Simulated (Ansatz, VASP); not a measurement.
## Two plane-wave programs on SiO2

```xyz
24
Lattice="-4.3285 4.3285 4.3285 4.3285 -4.3285 4.3285 4.3285 4.3285 -4.3285" Properties=species:S:1:pos:R:3 pbc="T T T"
Si    1.2475    5.5760   -1.2475
Si    1.2475    1.2475    1.2475
Si   -1.2475    3.0810    1.2475
Si    3.0810    3.0810    3.0810
Si   -1.2475    1.2475    5.5760
Si    3.0810    1.2475   -1.2475
Si    1.2475   -1.2475    3.0810
Si    5.5760   -1.2475    1.2475
O     4.3285    2.1643    3.5871
O     3.5871    4.3285    2.1643
O     0.0000    2.1643    5.0699
O    -0.7414    4.3285    2.1643
O     2.1643    0.7414    0.0000
O    -2.1643    2.1643    2.1643
O     5.0699    0.0000    2.1643
O     2.1643   -0.7414    4.3285
O     0.0000    2.1643    0.7414
O     4.3285    2.1643   -0.7414
O     2.1643    3.5871    4.3285
O     2.1643    2.1643    2.1643
O     0.7414    0.0000    2.1643
O     2.1643   -2.1643    2.1643
O     2.1643    2.1643   -2.1643
O     2.1643    5.0699    0.0000
```

Alike in both runs: functional LDA; k mesh 4 × 4 × 4; occupations gaussian, width 0.02 eV; no spin polarisation.

Ansatz relaxed the structure, and its values are those at the end. VASP's run is a single point on that final structure, the one shown.

|  | VASP | Ansatz |
| --- | --- | --- |
| version | VASP 6.6.1 | Ansatz 0.2.0 |
| potentials or method | VASP PAW LDA potentials, release 64 (Si, O), cutoff 520 eV | scalar-relativistic, plane waves, PAW |
| valence electrons in the cell | 128 | 128 |

|  | VASP | Ansatz | Ansatz less VASP |
| --- | --- | --- | --- |
| gap on the k mesh at the Fermi level (eV) | 5.32 | 5.32 | -0.002 |
| least direct gap on the mesh (eV) | 5.40 | 5.40 | -0.003 |
| pressure (GPa) | -3.8 | -4.4 | -0.59 |
| rms of the force components (eV/Å) | 0.014 | 0.003 | -0.0108 |

LDA's correlation is that of Perdew and Zunger in VASP and of Perdew and Wang (1992) in Ansatz. Ansatz's warnings: stress scf threshold loose.
